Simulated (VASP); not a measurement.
# Sc (Pm-3m) in VASP: a series of runs

Sc is run at these levels: PBEsol; tasks: single point.

Everything below comes from runs of VASP 6.6.1. Logs are shortened: lines on timing, memory, paths and dates and some standing lists are left out, and cuts for length are marked.

### 1 The cell of the first run

Symmetry: Pm-3m, No. 221, cubic system. The conventional cell has a = 2.918 Å, b = 2.918 Å, c = 2.918 Å, α = 90.00°, β = 90.00°, γ = 90.00°. Sc (site symmetry m-3m) has 6 Sc at 2.92 Å within 3.8 Å.

### 2 Single point, PBEsol

Input file INCAR:

```
PREC = Accurate
ENCUT = 500
EDIFF = 1E-6
ISMEAR = -1
SIGMA = 0.1
LREAL = False
LASPH = True
NELM = 120
ALGO = Normal
ISIF = 2
LWAVE = False
LCHARG = False
GGA = PS
NBANDS = 12
GGA_COMPAT = False
```

Input file KPOINTS:

```
Automatic mesh
0
Gamma
  12 12 12
```

Input file POSCAR:

```
Sc
1.0
    2.9182210182      0.0000000000      0.0000000000
    0.0000000000      2.9182210182      0.0000000000
    0.0000000000      0.0000000000      2.9182210182
Sc
1
Direct
    0.0000000000      0.0000000000      0.0000000000
```

Potentials or basis: VASP PAW PBE potentials, release 64 (Sc_sv).

On the command line:

```
$ cat potpaw_PBE.64/Sc_sv/POTCAR > POTCAR
$ mpirun -np 1 vasp_std > vasp.out
```

OUTCAR:

```text
PREC = Accurate
   ENCUT = 500
   EDIFF = 1E-6
   ISMEAR = -1
   LREAL = False
   LASPH = True
   NELM = 120
   ISIF = 2
   GGA = PS

 ion  position               nearest neighbor table
   1  0.000  0.000  0.000-

  LATTYP: Found a simple cubic cell.
 ALAT       =     2.9182210182

  Lattice vectors:

 A1 = (   2.9182210182,   0.0000000000,   0.0000000000)
 A2 = (   0.0000000000,   2.9182210182,   0.0000000000)
 A3 = (   0.0000000000,   0.0000000000,   2.9182210182)

Analysis of symmetry for initial positions (statically):
=====================================================================
 Subroutine PRICEL returns:
 Original cell was already a primitive cell.

 Routine SETGRP: Setting up the symmetry group for a
 simple cubic supercell.

 Subroutine GETGRP returns: Found 48 space group operations
 (whereof 48 operations were pure point group operations)
 out of a pool of 48 trial point group operations.

The static configuration has the point symmetry O_h .

Analysis of symmetry for dynamics (positions and initial velocities):
=====================================================================
 Subroutine PRICEL returns:
 Original cell was already a primitive cell.

 Routine SETGRP: Setting up the symmetry group for a
 simple cubic supercell.

 Subroutine GETGRP returns: Found 48 space group operations
 (whereof 48 operations were pure point group operations)
 out of a pool of 48 trial point group operations.

The dynamic configuration has the point symmetry O_h .

 Subroutine INISYM returns: Found 48 space group operations
 (whereof 48 operations are pure point group operations),
 and found     1 'primitive' translations

----------------------------------------------------------------------------------------

                                     Primitive cell

  volume of cell :      24.8516

  direct lattice vectors                    reciprocal lattice vectors
     2.918221018  0.000000000  0.000000000     0.342674525  0.000000000  0.000000000
     0.000000000  2.918221018  0.000000000     0.000000000  0.342674525  0.000000000
     0.000000000  0.000000000  2.918221018     0.000000000  0.000000000  0.342674525

  length of vectors
     2.918221018  2.918221018  2.918221018     0.342674525  0.342674525  0.342674525

  position of ions in fractional coordinates (direct lattice)
     0.000000000  0.000000000  0.000000000

  ion indices of the primitive-cell ions
   primitive index   ion index
                 1           1

----------------------------------------------------------------------------------------

 KPOINTS: Automatic mesh

Automatic generation of k-mesh.
 Grid dimensions read from file:
 generate k-points for:   12   12   12

 Generating k-lattice:

  Cartesian coordinates                     Fractional coordinates (reciprocal lattice)
     0.028556210  0.000000000  0.000000000     0.083333333  0.000000000  0.000000000
     0.000000000  0.028556210  0.000000000     0.000000000  0.083333333  0.000000000
     0.000000000  0.000000000  0.028556210     0.000000000  0.000000000  0.083333333

  Length of vectors
     0.028556210  0.028556210  0.028556210

  Shift w.r.t. Gamma in fractional coordinates (k-lattice)
     0.000000000  0.000000000  0.000000000

 Subroutine IBZKPT returns following result:
 ===========================================

 Found     84 irreducible k-points:

 Following reciprocal coordinates:
            Coordinates               Weight
  0.000000  0.000000  0.000000      1.000000
  0.083333  0.000000  0.000000      6.000000
  0.166667  0.000000  0.000000      6.000000
  0.250000  0.000000  0.000000      6.000000
  0.333333  0.000000  0.000000      6.000000
  0.416667  0.000000  0.000000      6.000000
[... 16 lines left out ...]
  0.333333  0.333333  0.000000     12.000000
  0.416667  0.333333  0.000000     24.000000
 [... further k-points ...]
   k-points           NKPTS =     84   k-points in BZ     NKDIM =     84   number of bands    NBANDS=     12
   number of dos      NEDOS =    301   number of ions     NIONS =      1
   total plane-waves  NPLWV =  13824
   dimension x,y,z NGX =    24 NGY =   24 NGZ =   24
   dimension x,y,z NGXF=    48 NGYF=   48 NGZF=   48
   ions per type =               1
   NGX,Y,Z   is equivalent  to a cutoff of  13.67, 13.67, 13.67 a.u.
   NGXF,Y,Z  is equivalent  to a cutoff of  27.34, 27.34, 27.34 a.u.
 SYSTEM =  unknown system
   PREC   = accura    normal or accurate (medium, high low for compatibility)
   ISTART =      0    job   : 0-new  1-cont  2-samecut
   ICHARG =      2    charge: 1-file 2-atom 10-const
   ISPIN  =      1    spin polarized calculation?
   LNONCOLLINEAR =      F non collinear calculations
   LSORBIT =      F    spin-orbit coupling
   LASPH  =      T    aspherical Exc in radial PAW
   ENCUT  =  500.0 eV  36.75 Ry    6.06 a.u.   5.32  5.32  5.32*2*pi/ulx,y,z
   NELM   =    120;   NELMIN=  2; NELMDL= -5     # of ELM steps
   EDIFF  = 0.1E-05   stopping-criterion for ELM
   LREAL  =      F    real-space projection
   EDIFFG = 0.1E-04   stopping-criterion for IOM
   NSW    =      0    number of steps for IOM
   IBRION =     -1    ionic relax: 0-MD 1-quasi-New 2-CG
   NFREE  =      0    steps in history (QN), initial steepest desc. (CG)
   ISIF   =      2    stress and relaxation
   ISYM   =      2    0-nonsym 1-usesym 2-fastsym
   POTIM  = 0.5000    time-step for ionic-motion
   TEBEG  =    0.0;   TEEND  =   0.0 temperature during run
   PSTRESS=    0.0 pullay stress
   NELECT =      11.0000    total number of electrons
   NUPDOWN=      -1.0000    fix difference up-down
   EMIN   =  10.00;   EMAX   =-10.00  energy-range for DOS
   EFERMI =   0.00;   METHOD = LEGACY
   ISMEAR =    -1;   SIGMA  =   0.10  broadening in eV -4-tet -1-fermi 0-gaus
   EFERMI_NEDOS =   21; number of points for ismear=-14 and -15
   IALGO  =     38    algorithm
   IMIX   =      4    mixing-type and parameters
     AMIX     =   0.40;   BMIX     =  1.00
     AMIX_MAG =   1.60;   BMIX_MAG =  1.00
  volume/ion in A,a.u.               =      24.85       167.71
  Fermi-wavevector in a.u.,A,eV,Ry     =   1.247635  2.357688 21.178734  1.556593
  Thomas-Fermi vector in A             =   2.381758
   LORBIT       =      0    0 simple, 1 ext, 2 COOP (PROOUT), +10 PAW based schemes
   GGA     = PS    functional components
   LHFCALC =     F    Hartree Fock is set to
   AEXX    =    0.0000 exact exchange contribution
   IVDW    =     0    specifies the selected vdW correction
   LEPSILON=     F    determine dielectric tensor
   LRPA    =     F    only Hartree local field effects (RPA)
 non-spin polarized calculation
  energy-cutoff  :      500.00
  volume of cell :       24.85
 maximum number of plane-waves:       648
 NGX is ok and might be reduce to    24
   NGX = 11   NGY = 11   NGZ = 11

 number of electron      10.9999997 magnetization

 Free energy of the ion-electron system (eV)
  ---------------------------------------------------
  ext. energy  EPLUGINS =         0.00000000
  ---------------------------------------------------
  free energy    TOTEN  =        -5.88133275 eV

  energy without entropy =       -5.79535809  energy(sigma->0) =       -5.83834542

 E-fermi :   3.6300     XC(G=0):  -9.8946

 val. band max:        3.6232387133   @ k =   0.3333   0.0833   0.0000
 cond. band min:       3.6373325971   @ k =   0.4167   0.4167   0.3333
 fundamental gap:      0.0140938837
 Fermi energy:         3.6299854659

 k-point     1 :       0.0000    0.0000    0.0000
  band No.  band energies     occupation
      1     -45.7379      2.00000
      2     -24.1561      2.00000
      3     -24.1561      2.00000
      4     -24.1561      2.00000
      5      -1.4642      2.00000
      6       3.0901      1.99100
      7       3.0901      1.99100
      8       7.6246      0.00000
      9       7.6246      0.00000
     10       7.6246      0.00000
     11      16.2546      0.00000
     12      16.2546      0.00000

 k-point     2 :       0.0833    0.0000    0.0000
  band No.  band energies     occupation
      1     -45.7328      2.00000
      2     -24.1986      2.00000
      3     -24.1525      2.00000
      4     -24.1525      2.00000
      5      -1.3168      2.00000
      6       3.1291      1.98674
      7       3.1839      1.97716
      8       7.4862      0.00000
      9       7.4862      0.00000
     10       7.6345      0.00000
     11      15.2217      0.00000
     12      16.5051      0.00000

 k-point     3 :       0.1667    0.0000    0.0000
  band No.  band energies     occupation
      1     -45.7187      2.00000
      2     -24.3134      2.00000
      3     -24.1427      2.00000
      4     -24.1427      2.00000
      5      -0.8922      2.00000
      6       3.2380      1.96110
      7       3.4287      1.76418
      8       7.1354      0.00000
      9       7.1354      0.00000
     10       7.6618      0.00000
     11      13.4527      0.00000
     12      17.1941      0.00000
[... 286 lines left out ...]
 k-point    23 :       0.3333    0.3333    0.0000
  band No.  band energies     occupation
      1     -45.6236      2.00000
      2     -24.5649      2.00000
      3     -24.5504      2.00000
      4     -24.0770      2.00000
      5       1.8231      2.00000
      6       3.4966      1.58304
      7       5.4911      0.00000
      8       5.9041      0.00000
      9       6.5082      0.00000
     10       6.6460      0.00000
     11      10.9008      0.00000
     12      13.7055      0.00000

 k-point    24 :       0.4167    0.3333    0.0000
  band No.  band energies     occupation
      1     -45.6097      2.00000
      2     -24.6617      2.00000
      3     -24.5427      2.00000
      4     -24.0675      2.00000
      5       2.0355      2.00000
      6       3.4929      1.59497
      7       5.6829      0.00000
      8       6.3305      0.00000
      9       6.5734      0.00000
     10       6.6460      0.00000
     11      10.0484      0.00000
     12      14.0689      0.00000

 [... further k-points ...]

------------------------ aborting loop because EDIFF is reached ----------------------------------------

  FORCE on cell =-STRESS in cart. coord.  units (eV):
  Direction    XX          YY          ZZ          XY          YZ          ZX
  --------------------------------------------------------------------------------------
  -------------------------------------------------------------------------------------
  Total       -0.0055097     -0.0055097     -0.0055097      0.0000000     -0.0000000      0.0000000
  in kB       -0.3552059     -0.3552059     -0.3552059      0.0000000     -0.0000000      0.0000000
  external PRESSURE =      -0.3552059 kB  Pullay stress =       0.0000000 kB

 VOLUME and BASIS-vectors are now :
 -----------------------------------------------------------------------------
  energy-cutoff  :      500.00
  volume of cell :       24.85
      direct lattice vectors                 reciprocal lattice vectors
     2.918221018  0.000000000  0.000000000     0.342674525  0.000000000  0.000000000
     0.000000000  2.918221018  0.000000000     0.000000000  0.342674525  0.000000000
     0.000000000  0.000000000  2.918221018     0.000000000  0.000000000  0.342674525

 POSITION                                       TOTAL-FORCE (eV/Angst)
 -----------------------------------------------------------------------------------
      0.00000      0.00000      0.00000         0.000000      0.000000      0.000000
 -----------------------------------------------------------------------------------
    total drift:                                0.000000     -0.000000      0.000000

  FREE ENERGIE OF THE ION-ELECTRON SYSTEM (eV)
  ---------------------------------------------------
  free  energy   TOTEN  =        -5.8813327493 eV

  energy  without entropy=       -5.7953580862  energy(sigma->0) =       -5.83834542
```

Run time: 15 s. Hardware: 1 thread of Intel Xeon Platinum 8259CL at 2.50GHz (Skylake/Cascade Lake), shared host; peak memory 0.15 GiB.

Results:

```
Free energy : -5.8813 eV
Pressure    : 0.0 GPa
```

Levels at points of the mesh, in eV from the Fermi level:
```tsv
k point	band 2	band 3	band 4	band 5	band 6	band 7	band 8	band 9
(0.00, 0.00, 0.00)	-27.79	-27.79	-27.79	-5.09	-0.54	-0.54	3.99	3.99
(0.50, 0.00, 0.00)	-28.40	-27.73	-27.73	-1.67	-0.46	0.10	2.34	2.34
(0.50, 0.50, 0.00)	-28.31	-28.31	-27.68	-1.85	0.26	2.72	2.72	3.86
(0.50, 0.50, 0.50)	-28.23	-28.23	-28.23	-0.52	-0.52	-0.52	5.05	5.05
```

Caveat: the PAW data sets were made with another functional, which shifts forces and pressure a little.

### 3 Single point, PBEsol (volume scaled by 1.04)

Input file INCAR:

```
ALGO = Normal
EDIFF = 1E-6
ENCUT = 500
GGA = PS
GGA_COMPAT = False
ISIF = 2
ISMEAR = -1
LASPH = True
LCHARG = False
LREAL = False
LWAVE = False
NBANDS = 12
NELM = 120
PREC = Accurate
SIGMA = 0.1
```

Input file KPOINTS:

```
k-points
0
Gamma
  12 12 12
```

Input file POSCAR:

```
Sc
1.0
    2.9566230670      0.0000000000      0.0000000000
    0.0000000000      2.9566230670      0.0000000000
    0.0000000000      0.0000000000      2.9566230670
Sc
1
Direct
    0.0000000000      0.0000000000      0.0000000000
```

Potentials or basis: VASP PAW PBE potentials, release 64 (Sc_sv).

On the command line:

```
$ cat potpaw_PBE.64/Sc_sv/POTCAR > POTCAR
$ mpirun -np 1 vasp_std > vasp.out
```

It took 15 s on 1 thread of Intel Xeon Platinum 8259CL at 2.50GHz (Skylake/Cascade Lake), shared host; peak memory 0.15 GiB.

Results (log left out):

| Quantity | Value |
| --- | --- |
| Free energy | -5.8773 eV |
| Pressure | -1.4 GPa |

Levels at points of the mesh, in eV from the Fermi level:
```csv
k point,band 3,band 4,band 5,band 6,band 7,band 8
"(0.00, 0.00, 0.00)",-27.89,-27.89,-5.02,-0.50,-0.50,3.83
"(0.50, 0.00, 0.00)",-27.84,-27.84,-1.68,-0.49,0.11,2.26
"(0.50, 0.50, 0.00)",-28.35,-27.80,-1.73,0.23,2.62,2.62
"(0.50, 0.50, 0.50)",-28.28,-28.28,-0.46,-0.46,-0.46,4.83
```

Caveat: the PAW data sets were made with another functional, which shifts forces and pressure a little.

### 4 Single point, PBEsol (volume scaled by 1.08)

Input file INCAR:

```
  PREC = Accurate
  ENCUT = 500
  EDIFF = 1E-6
  ISMEAR = -1
  SIGMA = 0.1
  LREAL = F
  LASPH = T
  NELM = 120
  ALGO = Normal
  ISIF = 2
  LWAVE = F
  LCHARG = T
  GGA = PS
  LELF = T
  LVHAR = T
  NBANDS = 12
  GGA_COMPAT = F
```

Input file KPOINTS:

```
regular mesh
0
Gamma
  12 12 12
```

Input file POSCAR:

```
Sc
1.0
    2.9940526489      0.0000000000      0.0000000000
    0.0000000000      2.9940526489      0.0000000000
    0.0000000000      0.0000000000      2.9940526489
Sc
1
Direct
    0.0000000000      0.0000000000      0.0000000000
```

On the command line:

```
$ cat potpaw_PBE.64/Sc_sv/POTCAR > POTCAR
$ mpirun -np 1 vasp_std > vasp.out
```

It took 18 s on 1 thread of Intel Xeon Platinum 8259CL at 2.50GHz (Skylake/Cascade Lake), shared host; peak memory 0.15 GiB.

It converged, with:

```
Free energy : -5.8653 eV
Pressure    : -2.6 GPa
```

Levels at points of the mesh, in eV from the Fermi level:
```csv
k point,band 1,band 2,band 3,band 4,band 5,band 6,band 7,band 8,band 9,band 10
"(0.00, 0.00, 0.00)",-49.51,-27.99,-27.99,-27.99,-4.95,-0.46,-0.46,3.67,3.67,3.67
"(0.50, 0.00, 0.00)",-49.45,-28.47,-27.95,-27.95,-1.69,-0.51,0.12,2.19,2.19,3.81
"(0.50, 0.50, 0.00)",-49.40,-28.40,-28.40,-27.91,-1.62,0.20,2.52,2.52,3.51,3.51
"(0.50, 0.50, 0.50)",-49.34,-28.34,-28.34,-28.34,-0.41,-0.41,-0.41,4.63,4.63,7.38
```

Caveat: the PAW data sets were made with another functional, which shifts forces and pressure a little.

### 5 Overview

| cell | gap on the mesh (eV) | pressure (GPa) |
| --- | --- | --- |
| a = 2.918 Å, 1 atom | none | 0.0 |
| a = 2.957 Å, 1 atom | none | -1.4 |
| a = 2.994 Å, 1 atom | none | -2.6 |

Alike in all rows: task single point; level PBEsol; potentials or basis VASP PAW PBE potentials, release 64 (Sc_sv); no spin polarisation; k mesh 12 × 12 × 12; cutoff (eV) 500; smearing fermi-dirac 0.1 eV.

Caveats: the PAW data sets were made with another functional, which shifts forces and pressure a little.

Absolute energies hang on the potentials; compare differences alone.
